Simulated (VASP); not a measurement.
# Sn (Fd-3m) in VASP: notebook

Sn is run at these levels: r2SCAN; tasks: single point, relaxation of cell and atoms.

All numbers are computed with VASP 6.6.1; they aren't measurements. Logs are shortened: lines on timing, memory, paths and dates and some standing lists are left out, and cuts for length are marked.

## (1) The cell of the first run

Symmetry: Fd-3m, No. 227, cubic system. The conventional cell has a = 6.570 Å, b = 6.570 Å, c = 6.570 Å, α = 90.00°, β = 90.00°, γ = 90.00°. Within 3.7 Å of Sn (site symmetry -43m) lie 4 Sn at 2.84 Å.

## (2) Single point, r2SCAN

Contents of POSCAR:

```
Sn
1.0
    0.0000000000      3.2849869970      3.2849869970
    3.2849869970      0.0000000000      3.2849869970
    3.2849869970      3.2849869970      0.0000000000
Sn
2
Direct
    0.0000000000      0.0000000000      0.0000000000
    0.2500000000      0.2500000000      0.2500000000
```

Contents of INCAR.step1:

```
SYSTEM = Sn
ALGO = Normal
EDIFF = 1E-4
ENCUT = 520
GGA = PE
ISMEAR = 0
LASPH = .TRUE.
LCHARG = .FALSE.
LREAL = .FALSE.
LWAVE = .TRUE.
NBANDS = 21
NELM = 80
PREC = Accurate
SIGMA = 0.1
```

Contents of INCAR.step2:

```
SYSTEM = Sn
ALGO = Normal
EDIFF = 1E-6
ENCUT = 520
ISIF = 2
ISMEAR = 0
ISTART = 1
LASPH = .TRUE.
LCHARG = .FALSE.
LMIXTAU = .TRUE.
LREAL = .FALSE.
LWAVE = .FALSE.
METAGGA = R2SCAN
NBANDS = 21
NELM = 80
PREC = Accurate
SIGMA = 0.1
```

Contents of KPOINTS:

```
k-points
0
G
  6 6 6
  0 0 0
```

Potentials or basis: VASP PAW PBE potentials, release 64 (Sn_d).

Run with:

```console
$ cat potpaw_PBE.64/Sn_d/POTCAR > POTCAR
$ cp INCAR.step1 INCAR
$ mpirun -np 1 vasp_std > vasp.out
$ cp INCAR.step2 INCAR
$ mpirun -np 1 vasp_std > vasp.out
```

OUTCAR:

```text
SYSTEM = Sn
   EDIFF = 1E-6
   ENCUT = 520
   ISIF = 2
   ISMEAR = 0
   ISTART = 1
   LASPH = .TRUE.
   LREAL = .FALSE.
   METAGGA = R2SCAN
   NELM = 80
   PREC = Accurate

 ion  position               nearest neighbor table
   1  0.000  0.000  0.000-   2 2.84   2 2.84   2 2.84   2 2.84
   2  0.250  0.250  0.250-   1 2.84   1 2.84   1 2.84   1 2.84

  LATTYP: Found a face centered cubic cell.
 ALAT       =     6.5699739940

  Lattice vectors:

 A1 = (   0.0000000000,   3.2849869970,   3.2849869970)
 A2 = (   3.2849869970,   0.0000000000,   3.2849869970)
 A3 = (   3.2849869970,   3.2849869970,   0.0000000000)

Analysis of symmetry for initial positions (statically):
=====================================================================
 Subroutine PRICEL returns:
 Original cell was already a primitive cell.

 Routine SETGRP: Setting up the symmetry group for a
 face centered cubic supercell.

 Subroutine GETGRP returns: Found 48 space group operations
 (whereof 24 operations were pure point group operations)
 out of a pool of 48 trial point group operations.

The static configuration has the point symmetry T_d .
 The point group associated with its full space group is O_h .

Analysis of symmetry for dynamics (positions and initial velocities):
=====================================================================
 Subroutine PRICEL returns:
 Original cell was already a primitive cell.

 Routine SETGRP: Setting up the symmetry group for a
 face centered cubic supercell.

 Subroutine GETGRP returns: Found 48 space group operations
 (whereof 24 operations were pure point group operations)
 out of a pool of 48 trial point group operations.

The dynamic configuration has the point symmetry T_d .
 The point group associated with its full space group is O_h .

 Subroutine INISYM returns: Found 48 space group operations
 (whereof 24 operations are pure point group operations),
 and found     1 'primitive' translations

----------------------------------------------------------------------------------------

                                     Primitive cell

  volume of cell :      70.8975

  direct lattice vectors                    reciprocal lattice vectors
     0.000000000  3.284986997  3.284986997    -0.152207604  0.152207604  0.152207604
     3.284986997  0.000000000  3.284986997     0.152207604 -0.152207604  0.152207604
     3.284986997  3.284986997  0.000000000     0.152207604  0.152207604 -0.152207604

  length of vectors
     4.645673163  4.645673163  4.645673163     0.263631303  0.263631303  0.263631303

  position of ions in fractional coordinates (direct lattice)
     0.000000000  0.000000000  0.000000000
     0.250000000  0.250000000  0.250000000

  ion indices of the primitive-cell ions
   primitive index   ion index
                 1           1
                 2           2

----------------------------------------------------------------------------------------

 KPOINTS: k-points

Automatic generation of k-mesh.
 Grid dimensions read from file:
 generate k-points for:    6    6    6

 Generating k-lattice:

  Cartesian coordinates                     Fractional coordinates (reciprocal lattice)
    -0.025367934  0.025367934  0.025367934     0.166666667  0.000000000  0.000000000
     0.025367934 -0.025367934  0.025367934     0.000000000  0.166666667  0.000000000
     0.025367934  0.025367934 -0.025367934     0.000000000  0.000000000  0.166666667

  Length of vectors
     0.043938551  0.043938551  0.043938551

  Shift w.r.t. Gamma in fractional coordinates (k-lattice)
     0.000000000  0.000000000  0.000000000

 Subroutine IBZKPT returns following result:
 ===========================================

 Found     16 irreducible k-points:

 Following reciprocal coordinates:
            Coordinates               Weight
  0.000000  0.000000  0.000000      1.000000
  0.166667  0.000000  0.000000      8.000000
  0.333333  0.000000  0.000000      8.000000
  0.500000  0.000000  0.000000      4.000000
  0.166667  0.166667  0.000000      6.000000
  0.333333  0.166667  0.000000     24.000000
[... 8 lines left out ...]
 -0.333333  0.333333  0.166667     24.000000
 -0.333333  0.500000  0.166667     12.000000
   k-points           NKPTS =     16   k-points in BZ     NKDIM =     16   number of bands    NBANDS=     21
   number of dos      NEDOS =    301   number of ions     NIONS =      2
   total plane-waves  NPLWV =  46656
   dimension x,y,z NGX =    36 NGY =   36 NGZ =   36
   dimension x,y,z NGXF=    72 NGYF=   72 NGZF=   72
   ions per type =               2
   NGX,Y,Z   is equivalent  to a cutoff of  12.88, 12.88, 12.88 a.u.
   NGXF,Y,Z  is equivalent  to a cutoff of  25.77, 25.77, 25.77 a.u.
 SYSTEM =  Sn
   PREC   = accura    normal or accurate (medium, high low for compatibility)
   ISTART =      1    job   : 0-new  1-cont  2-samecut
   ICHARG =      0    charge: 1-file 2-atom 10-const
   ISPIN  =      1    spin polarized calculation?
   LNONCOLLINEAR =      F non collinear calculations
   LSORBIT =      F    spin-orbit coupling
   LASPH  =      T    aspherical Exc in radial PAW
   ENCUT  =  520.0 eV  38.22 Ry    6.18 a.u.   8.64  8.64  8.64*2*pi/ulx,y,z
   NELM   =     80;   NELMIN=  2; NELMDL=  0     # of ELM steps
   EDIFF  = 0.1E-05   stopping-criterion for ELM
   LREAL  =      F    real-space projection
   EDIFFG = 0.1E-04   stopping-criterion for IOM
   NSW    =      0    number of steps for IOM
   IBRION =     -1    ionic relax: 0-MD 1-quasi-New 2-CG
   NFREE  =      0    steps in history (QN), initial steepest desc. (CG)
   ISIF   =      2    stress and relaxation
   ISYM   =      2    0-nonsym 1-usesym 2-fastsym
   POTIM  = 0.5000    time-step for ionic-motion
   TEBEG  =    0.0;   TEEND  =   0.0 temperature during run
   PSTRESS=    0.0 pullay stress
   NELECT =      28.0000    total number of electrons
   NUPDOWN=      -1.0000    fix difference up-down
   EMIN   =  10.00;   EMAX   =-10.00  energy-range for DOS
   EFERMI =   0.00;   METHOD = LEGACY
   ISMEAR =     0;   SIGMA  =   0.10  broadening in eV -4-tet -1-fermi 0-gaus
   EFERMI_NEDOS =   21; number of points for ismear=-14 and -15
   IALGO  =     38    algorithm
   IMIX   =      4    mixing-type and parameters
     AMIX     =   0.40;   BMIX     =  1.00
     AMIX_MAG =   1.60;   BMIX_MAG =  1.00
  volume/ion in A,a.u.               =      35.45       239.22
  Fermi-wavevector in a.u.,A,eV,Ry     =   1.201113  2.269774 19.628749  1.442672
  Thomas-Fermi vector in A             =   2.336931
   LORBIT       =      0    0 simple, 1 ext, 2 COOP (PROOUT), +10 PAW based schemes
   METAGGA = R2SCAN    functional components
   LHFCALC =     F    Hartree Fock is set to
   AEXX    =    0.0000 exact exchange contribution
   IVDW    =     0    specifies the selected vdW correction
   LEPSILON=     F    determine dielectric tensor
   LRPA    =     F    only Hartree local field effects (RPA)
 non-spin polarized calculation
 Gauss-broadening in eV      SIGMA  =   0.10
  energy-cutoff  :      520.00
  volume of cell :       70.90
 maximum number of plane-waves:      1932
 NGX is ok and might be reduce to    36
   NGX = 17   NGY = 17   NGZ = 17

 number of electron      27.9999984 magnetization

 Free energy of the ion-electron system (eV)
  ---------------------------------------------------
  ext. energy  EPLUGINS =         0.00000000
  ---------------------------------------------------
  free energy    TOTEN  =       -49.46387394 eV

  energy without entropy =      -49.46242342  energy(sigma->0) =      -49.46314868

 E-fermi :   5.1910     XC(G=0):  -9.4139

 val. band max:        4.7598191272   @ k =   0.1667   0.0000   0.0000
 cond. band min:       5.2024703980   @ k =   0.0000   0.0000   0.0000
 fundamental gap:      0.4426512707
 Fermi energy:         5.1909751879

 k-point     1 :       0.0000    0.0000    0.0000
  band No.  band energies     occupation
      1     -17.1313      2.00000
      2     -17.1313      2.00000
      3     -17.1313      2.00000
      4     -17.0700      2.00000
      5     -17.0700      2.00000
      6     -16.7761      2.00000
[... 13 lines left out ...]
     20      13.3708      0.00000
     21      13.3708      0.00000

 k-point     2 :       0.1667    0.0000    0.0000
  band No.  band energies     occupation
      1     -17.1468      2.00000
      2     -17.1468      2.00000
      3     -17.1252      2.00000
      4     -17.0473      2.00000
      5     -17.0473      2.00000
      6     -16.8015      2.00000
[... 13 lines left out ...]
     20      12.3823      0.00000
     21      12.3823      0.00000

 k-point     3 :       0.3333    0.0000    0.0000
  band No.  band energies     occupation
      1     -17.1621      2.00000
      2     -17.1621      2.00000
      3     -17.1124      2.00000
      4     -17.0200      2.00000
      5     -17.0199      2.00000
      6     -16.8225      2.00000
[... 13 lines left out ...]
     20      12.8037      0.00000
     21      12.8037      0.00000

 k-point     4 :       0.5000    0.0000    0.0000
  band No.  band energies     occupation
      1     -17.1665      2.00000
      2     -17.1665      2.00000
      3     -17.1056      2.00000
      4     -17.0113      2.00000
      5     -17.0113      2.00000
      6     -16.8279      2.00000
[... 13 lines left out ...]
     20      14.3265      0.00000
     21      14.3653      0.00000

 k-point     5 :       0.1667    0.1667    0.0000
  band No.  band energies     occupation
      1     -17.1454      2.00000
      2     -17.1454      2.00000
      3     -17.1390      2.00000
      4     -17.0487      2.00000
      5     -17.0216      2.00000
      6     -16.8478      2.00000
[... 13 lines left out ...]
     20      12.1044      0.00000
     21      13.6948      0.00000

 k-point     6 :       0.3333    0.1667    0.0000
  band No.  band energies     occupation
      1     -17.1719      2.00000
      2     -17.1604      2.00000
      3     -17.1130      2.00000
      4     -17.0205      2.00000
      5     -16.9862      2.00000
      6     -16.8837      2.00000
[... 13 lines left out ...]
     20      13.2095      0.00000
     21      13.8189      0.00000

 k-point     7 :       0.5000    0.1667    0.0000
  band No.  band energies     occupation
      1     -17.1884      2.00000
      2     -17.1715      2.00000
      3     -17.0804      2.00000
      4     -16.9938      2.00000
      5     -16.9833      2.00000
      6     -16.8785      2.00000
[... 13 lines left out ...]
     20      14.2075      0.00000
     21      14.4272      0.00000

 k-point     8 :      -0.3333    0.1667    0.0000
  band No.  band energies     occupation
      1     -17.1843      2.00000
      2     -17.1744      2.00000
      3     -17.0770      2.00000
      4     -17.0095      2.00000
      5     -16.9842      2.00000
      6     -16.8594      2.00000
[... 13 lines left out ...]
     20      12.7821      0.00000
     21      14.2266      0.00000

 k-point     9 :      -0.1667    0.1667    0.0000
  band No.  band energies     occupation
      1     -17.1651      2.00000
      2     -17.1616      2.00000
      3     -17.1076      2.00000
      4     -17.0338      2.00000
      5     -17.0109      2.00000
      6     -16.8402      2.00000
[... 13 lines left out ...]
     20      12.8813      0.00000
     21      13.0060      0.00000

 k-point    10 :       0.3333    0.3333    0.0000
  band No.  band energies     occupation
      1     -17.1701      2.00000
      2     -17.1701      2.00000
      3     -17.1163      2.00000
      4     -16.9912      2.00000
      5     -16.9511      2.00000
      6     -16.9304      2.00000
[... 13 lines left out ...]
     20      14.6734      0.00000
     21      14.8763      0.00000

 k-point    11 :       0.5000    0.3333    0.0000
  band No.  band energies     occupation
      1     -17.1925      2.00000
      2     -17.1786      2.00000
      3     -17.0697      2.00000
      4     -16.9786      2.00000
      5     -16.9551      2.00000
      6     -16.9021      2.00000
[... 13 lines left out ...]
     20      14.8639      0.00000
     21      15.1296      0.00000

 k-point    12 :      -0.3333    0.3333    0.0000
  band No.  band energies     occupation
      1     -17.2035      2.00000
      2     -17.1811      2.00000
      3     -17.0493      2.00000
      4     -16.9507      2.00000
      5     -16.9416      2.00000
      6     -16.9242      2.00000
[... 13 lines left out ...]
     20      12.8362      0.00000
     21      16.1971      0.00000

 k-point    13 :       0.5000    0.5000    0.0000
  band No.  band energies     occupation
      1     -17.1812      2.00000
      2     -17.1812      2.00000
      3     -17.0492      2.00000
      4     -17.0492      2.00000
      5     -16.9135      2.00000
      6     -16.9135      2.00000
[... 13 lines left out ...]
     20      14.7578      0.00000
     21      15.9286      0.00000

 k-point    14 :       0.5000    0.3333    0.1667
  band No.  band energies     occupation
      1     -17.1870      2.00000
      2     -17.1813      2.00000
      3     -17.0732      2.00000
      4     -16.9918      2.00000
      5     -16.9472      2.00000
      6     -16.9223      2.00000
[... 13 lines left out ...]
     20      13.5051      0.00000
     21      15.3078      0.00000

 k-point    15 :      -0.3333    0.3333    0.1667
  band No.  band energies     occupation
      1     -17.2002      2.00000
      2     -17.1861      2.00000
      3     -17.0415      2.00000
      4     -16.9666      2.00000
      5     -16.9379      2.00000
      6     -16.9271      2.00000
[... 13 lines left out ...]
     20      14.8616      0.00000
     21      15.2411      0.00000

 k-point    16 :      -0.3333    0.5000    0.1667
  band No.  band energies     occupation
      1     -17.1943      2.00000
      2     -17.1943      2.00000
      3     -17.0107      2.00000
      4     -17.0107      2.00000
      5     -16.9179      2.00000
      6     -16.9179      2.00000
[... 13 lines left out ...]
     20      14.4853      0.00000
     21      15.7799      0.00000

------------------------ aborting loop because EDIFF is reached ----------------------------------------

  FORCE on cell =-STRESS in cart. coord.  units (eV):
  Direction    XX          YY          ZZ          XY          YZ          ZX
  --------------------------------------------------------------------------------------
  -------------------------------------------------------------------------------------
  Total       -0.0254952     -0.0254952     -0.0254952      0.0000000      0.0000000      0.0000000
  in kB       -0.5761527     -0.5761527     -0.5761527      0.0000000      0.0000000      0.0000000
  external PRESSURE =      -0.5761527 kB  Pullay stress =       0.0000000 kB

 VOLUME and BASIS-vectors are now :
 -----------------------------------------------------------------------------
  energy-cutoff  :      520.00
  volume of cell :       70.90
      direct lattice vectors                 reciprocal lattice vectors
     0.000000000  3.284986997  3.284986997    -0.152207604  0.152207604  0.152207604
     3.284986997  0.000000000  3.284986997     0.152207604 -0.152207604  0.152207604
     3.284986997  3.284986997  0.000000000     0.152207604  0.152207604 -0.152207604

 POSITION                                       TOTAL-FORCE (eV/Angst)
 -----------------------------------------------------------------------------------
      0.00000      0.00000      0.00000        -0.000000     -0.000000     -0.000000
      1.64249      1.64249      1.64249         0.000000      0.000000      0.000000
 -----------------------------------------------------------------------------------
    total drift:                                0.000000      0.000000      0.000000

  FREE ENERGIE OF THE ION-ELECTRON SYSTEM (eV)
  ---------------------------------------------------
  free  energy   TOTEN  =       -49.4638739370 eV

  energy  without entropy=      -49.4624234233  energy(sigma->0) =      -49.46314868
```

Run time: 1.9 min. Hardware: 1 thread of Intel Xeon Platinum 8259CL at 2.50GHz (Skylake/Cascade Lake), shared host; peak memory 0.21 GiB.

Results:

* Free energy: -49.4639 eV
* Pressure: -0.1 GPa
* Band gap on the k mesh: zero (filled and empty bands touch)

Levels at points of the mesh, in eV from the Fermi level:
```csv
k point,band 12,band 13,band 14,band 15,band 16,band 17
"(0.00, 0.00, 0.00)",-0.62,0.01,0.01,0.01,2.22,2.22
"(0.50, 0.00, 0.00)",-6.44,-1.20,-1.20,0.07,3.36,3.36
"(0.50, 0.50, 0.00)",-7.72,-2.55,-2.55,0.96,0.96,7.92
```

Caveat: the PAW data sets were made with another functional, which shifts forces and pressure a little; spin-orbit coupling is left out, which moves the levels of the heavy elements.

(Continued in part 2 of 2.)
